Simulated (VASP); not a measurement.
Write the native input for VASP 6.6.1 that does the following.

| Quantity | Value |
| --- | --- |
| Task | single point |
| Functional | r2SCAN |
| Potentials or basis | VASP PAW PBE potentials, release 64 (Ca_sv, F) |
| Cutoff | 660 eV |
| k mesh | 6 × 6 × 6 |
| Occupations | gaussian, width 0.05 eV |
| Spin | no spin polarisation |
| Dipole correction | no |
| Further INCAR settings | ALGO = Normal; EDIFF = 1e-06; NBANDS = 19 |

Crystal: CaF2 (Fluorite).

```xyz
3
Lattice="0.0000 2.7310 2.7401 2.7310 0.0000 2.7401 2.7310 2.7310 0.0000" Properties=species:S:1:pos:R:3 pbc="T T T"
Ca    0.0000    0.0000    0.0000
F     1.3655    1.3655    1.3701
F     4.0965    4.0965    4.1102
```

The input as run:

POSCAR

```
CaF2
1.0
    0.0000000000      2.7310000000      2.7401033333
    2.7310000000      0.0000000000      2.7401033333
    2.7310000000      2.7310000000      0.0000000000
Ca F
1 2
Direct
    0.0000000000      0.0000000000      0.0000000000
    0.2500000000      0.2500000000      0.2500000000
    0.7500000000      0.7500000000      0.7500000000
```

INCAR.step1

```
  PREC = Accurate
  ENCUT = 660
  ISMEAR = 0
  SIGMA = 0.05
  LREAL = False
  LASPH = True
  NELM = 120
  NBANDS = 19
  GGA = PE
  ALGO = Normal
  EDIFF = 1E-5
  LWAVE = True
  LCHARG = False
  GGA_COMPAT = False
```

INCAR.step2

```
  PREC = Accurate
  ENCUT = 660
  EDIFF = 1E-6
  ISMEAR = 0
  SIGMA = 0.05
  LREAL = False
  LASPH = True
  NELM = 120
  ALGO = Normal
  ISIF = 2
  LWAVE = False
  LCHARG = False
  METAGGA = R2SCAN
  LMIXTAU = True
  NBANDS = 19
  ISTART = 1
  GGA_COMPAT = False
```

KPOINTS

```
regular mesh
0
Gamma
  6 6 6
```

Potentials or basis: VASP PAW PBE potentials, release 64 (Ca_sv, F).

The run is started by

```console
$ cat potpaw_PBE.64/Ca_sv/POTCAR potpaw_PBE.64/F/POTCAR > POTCAR
$ cp INCAR.step1 INCAR
$ mpirun -np 1 vasp_std > vasp.out
$ cp INCAR.step2 INCAR
$ mpirun -np 1 vasp_std > vasp.out
```

It gave:

The pressure is -1.0 GPa. The band gap on the k mesh is 7.93 eV, indirect (least direct gap 8.18 eV).

Caveat: the PAW data sets were made with another functional, which shifts forces and pressure a little.

Run time: 53 s on 1 thread of Intel(R) Xeon(R) Platinum 8559C (Emerald Rapids), with other jobs on the host, peak memory 0.2 GiB.
